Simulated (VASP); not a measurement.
Wanted: the native input for a VASP 6.6.1 run.

| Item | Value |
| --- | --- |
| Task | single point |
| Functional | PBE |
| Potentials or basis | VASP PAW PBE potentials, release 64 (I) |
| Cutoff | 500 eV |
| k mesh | 10 × 10 × 10 |
| Occupations | fermi-dirac, width 0.1 eV |
| Spin | no spin polarisation |
| Dipole correction | no |
| Further INCAR settings | ALGO = Normal; EDIFF = 1e-06; NBANDS = 14 |

The structure of I lies in POSCAR:

```
I
1.0
    0.0000000000      3.0182263843      3.0182263843
    3.0182263843      0.0000000000      3.0182263843
    3.0182263843      3.0182263843      0.0000000000
I
2
Direct
   -0.1250000000     -0.1250000000     -0.1250000000
    0.1250000000      0.1250000000      0.1250000000
```

The input as run:

INCAR

```
ALGO = Normal ; EDIFF = 1E-6
ENCUT = 500 ; GGA = PE
GGA_COMPAT = F ; ISIF = 2
ISMEAR = -1 ; LASPH = T
LCHARG = F ; LREAL = F
LWAVE = F ; NBANDS = 14
NELM = 120 ; PREC = Accurate
SIGMA = 0.1
```

KPOINTS

```
k-points
0
Gamma
  10 10 10
```

Potentials or basis: VASP PAW PBE potentials, release 64 (I).

Launch:

```bash
$ cat potpaw_PBE.64/I/POTCAR > POTCAR
$ mpirun -np 1 vasp_std > vasp.out
```

It gave:

```
Pressure               : 52.7 GPa
Band gap on the k mesh : zero (bands 7 and 8 overlap by 4.86 eV)
```

Caveat: the cell stands under pressure; spin-orbit coupling is left out, which moves the levels of the heavy elements.

Wall time 39 s on 1 thread of Intel Xeon 8259CL, with other jobs on the host, peak memory 0.15 GiB.
